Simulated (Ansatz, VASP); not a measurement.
Sn2SeS3: VASP beside Ansatz

INCAR

```
ALGO = Normal
EDIFF = 1E-6
EDIFFG = -0.04
ENCUT = 600
GGA = PE
IBRION = 2
ISIF = 3
ISMEAR = 0
LASPH = True
LCHARG = False
LREAL = False
LWAVE = False
NELM = 60
NSW = 90
PREC = Accurate
SIGMA = 0.1
```

The input KPOINTS:

```
k-points
0
Gamma
  6 6 2
```

Contents of POSCAR:

```
Sn2SeS3
1.0
    4.4813351200      0.0000000000      0.0000000000
   -2.2406675600      3.8809500500      0.0000000000
    0.0000000000      0.0000000000      7.5082128900
Sn Se S
2 1 3
Direct
    0.6666666700      0.3333333300      0.7006975400
    0.3333333300      0.6666666700      0.2993024600
    0.0000000000      0.0000000000      0.0000000000
    0.6666666700      0.3333333300      0.3462188200
    0.3333333300      0.6666666700      0.6537811800
    0.0000000000      0.0000000000      0.5000000000
```

Input for Ansatz:

```yaml
crystal:
  lattice:
    - [4.48133512, 0.0, 0.0]
    - [-2.24066756, 3.88095005, 0.0]
    - [0.0, 0.0, 7.50821289]
  atoms:
    - { symbol: Sn, position: [0.66666667, 0.33333333, 0.70069754] }
    - { symbol: Sn, position: [0.33333333, 0.66666667, 0.29930246] }
    - { symbol: Se, position: [0.0, 0.0, 0.0] }
    - { symbol: S, position: [0.66666667, 0.33333333, 0.34621882] }
    - { symbol: S, position: [0.33333333, 0.66666667, 0.65378118] }
    - { symbol: S, position: [0.0, 0.0, 0.5] }
basis:
  ecutwfc: 420
kpoints:
  mp_grid: { grid: [6, 6, 2] }
hamiltonian:
  xc: pbe
scf:
  occupations: { method: gaussian, width: 0.1 }
  lower_state_search: "off"
output:
  forces: true
  stress: true
  eigenvalues: true
relax:
  adjacent_minimum: "off"
  f_tol: 0.04
  max_steps: 70
  cell: { stress_tol: 0.4 }
```

Change from the starting cell: species swapped into the Eu2H3Cl type (P-3m1, No. 164).

Alike in both runs: task relaxation of cell and atoms; functional PBE; k mesh 6 × 6 × 2; occupations gaussian, width 0.1 eV; no spin polarisation.

```csv
,VASP,Ansatz
version,VASP 6.6.1,Ansatz 0.2.0
potentials or method,"VASP PAW PBE potentials, release 64 (Sn_d, Se, S), cutoff 600 eV","scalar-relativistic, plane waves, PAW"
valence electrons in the cell,52,62
```

```tsv
	VASP	Ansatz	Ansatz less VASP
gap on the k mesh at the Fermi level, each at its own relaxed structure (eV)	none	none	-
relaxed volume (Å³/atom)	22.47	22.40	-0.074
relaxed length of the cell vector where the two differ most in proportion (Å)	8.998	8.937	-0.0603
```

A gap of «none» marks a metal or a gap that the smearing closes. VASP's potentials hold 52 valence electrons a cell and Ansatz's 62, so a difference there can come from the potentials and not from the codes.

The k mesh is coarse, so the values compare programs but aren't converged.
